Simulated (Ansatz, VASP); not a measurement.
# One calculation of B24N23, two programs

```xyz
47
Lattice="-3.8309 2.2118 -4.2269 3.8309 -2.2118 -4.2269 -3.8309 -6.6353 4.2269" Properties=species:S:1:pos:R:3 pbc="T T T"
B    -1.2858    0.6972   -4.1340
B     2.5604   -1.4696   -4.2385
B    -6.3685   -3.7004   -0.0123
B    -2.5674   -5.8895   -0.0140
B     0.0035   -5.8901   -0.0151
B    -3.8351   -3.6995   -0.0057
B    -1.2737   -3.6819   -0.0011
B    -1.2744   -3.6842   -4.2282
B    -2.5529   -1.4702    0.0069
B    -2.5446   -1.4673   -4.2162
B    -0.0055   -1.4697   -4.2204
B     0.0210   -1.4684    0.0055
B     1.2676   -0.7257   -6.3331
B     1.3057   -0.7291   -2.1654
B    -3.8267   -5.1386   -2.1957
B    -3.8231   -5.1642    2.1099
B    -5.1026   -2.9516   -2.1243
B    -1.2824   -5.1539   -2.1236
B     1.2854   -5.1516   -2.1196
B    -2.5524   -2.9496   -2.1170
B     0.0116   -2.9405   -2.1105
B    -3.8345   -0.7264   -2.1127
B    -1.2647   -0.7449   -2.0964
B    -1.2728   -0.7007   -6.3390
N    -1.2724    0.7392   -1.5804
N    -2.5225   -5.9237    2.6353
N    -2.5869   -5.8913   -1.5931
N     0.0033   -5.8912   -1.5904
N    -3.8443   -3.7042   -1.5937
N    -1.2735   -3.6805   -1.5855
N    -5.1058   -1.4700   -1.5855
N    -2.5529   -1.4710   -1.5716
N     1.2934   -3.6539   -1.5763
N    -0.0134   -1.4396   -5.7997
N     0.0475   -1.4747   -1.5765
N    -2.5501    1.4717   -3.6827
N     1.2798   -0.7327   -3.7113
N    -3.8148   -5.1536   -3.7304
N    -3.8333   -5.1672    0.5310
N    -1.2772   -5.1582    0.5193
N    -1.2739   -5.1615   -3.7024
N    -2.5524   -2.9481    0.5283
N    -2.5534   -2.9464   -3.6988
N     0.0041   -2.9475   -3.6947
N    -3.8274   -0.7322   -3.6904
N    -1.2734   -0.7575   -3.6568
N     2.5606   -2.9365   -3.6903
```

Alike in both runs: task single point; functional PBE; k mesh 2 × 2 × 2; occupations gaussian, width 0.05 eV; collinear spin.

|  | VASP | Ansatz |
| --- | --- | --- |
| version | VASP 6.6.1 | Ansatz 0.2.0 |
| potentials or method | VASP PAW PBE potentials, release 64 (B, N), cutoff 520 eV | scalar-relativistic, plane waves, PAW |
| valence electrons in the cell | 187 | 187 |

|  | VASP | Ansatz | Ansatz less VASP |
| --- | --- | --- | --- |
| gap on the k mesh at the Fermi level (eV) | 0.56 | 0.56 | -0.003 |
| rms of the force components (eV/Å) | 0.007 | 0.006 | -0.0008 |
| net moment per atom (μB) | 0.02 | 0.02 | 0.000 |
| size of the moment on the site where the two differ most (μB) | 0.32 | 0.17 | -0.150 |

Site moments also hang on the region over which each program counts them. Atom by atom the forces differ by 0.003 eV/Å (rms over components).

The k mesh is coarse, so the values compare programs but aren't converged.
